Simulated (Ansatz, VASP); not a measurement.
# BP: VASP beside Ansatz

```
B P
1.0
     0.00000    2.28246    2.28246
     2.28246    0.00000    2.28246
     2.28246    2.28246    0.00000
B P
1 1
Direct
  0.00000 0.00000 0.00000
  0.25000 0.25000 0.25000
```

Alike in both runs: task single point; functional PBEsol; k mesh 10 × 10 × 10; occupations gaussian, width 0.02 eV; no spin polarisation.

```csv
,VASP,Ansatz
version,VASP 6.6.1,Ansatz 0.2.0
potentials or method,"VASP PAW PBE potentials, release 64 (B, P), cutoff 500 eV","scalar-relativistic, plane waves, PAW"
valence electrons in the cell,8,8
```

VASP gave:

- gap on the k mesh at the Fermi level (eV): 1.15
- least direct gap on the mesh (eV): 3.33
- pressure (GPa): -4.6

**Question.** What did Ansatz give for the same quantities?

**Answer.** gap on the k mesh at the Fermi level (eV): 1.16; least direct gap on the mesh (eV): 3.34; pressure (GPa): -4.7.

VASP's potentials were made for PBE, not for PBEsol.
